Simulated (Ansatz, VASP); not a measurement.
**ZrC: VASP beside Ansatz**

```
Zr C
1.0
     0.00000    2.27091    2.27091
     2.27091    0.00000    2.27091
     2.27091    2.27091    0.00000
Zr C
1 1
Direct
  0.50000 0.50000 0.50000
  0.00000 0.00000 0.00000
```

Alike in both runs: task single point; functional PBE; k mesh 16 × 16 × 16; occupations gaussian, width 0.1 eV; no spin polarisation.

|  | VASP | Ansatz |
| --- | --- | --- |
| version | VASP 6.6.1 | Ansatz 0.2.0 |
| potentials or method | VASP PAW PBE potentials, release 64 (Zr_sv, C), cutoff 520 eV | scalar-relativistic, plane waves, PAW |
| valence electrons in the cell | 16 | 16 |

|  | VASP | Ansatz | Ansatz less VASP |
| --- | --- | --- | --- |
| gap on the k mesh at the Fermi level (eV) | none | none | - |
| pressure (GPa) | 30.2 | 29.9 | -0.31 |

A gap of «none» marks a metal or a gap that the smearing closes. Both programs put the cell under a high pressure, so it lies far from rest at this level. With one functional, cell and mesh, what is left measures potentials, basis and numerics.
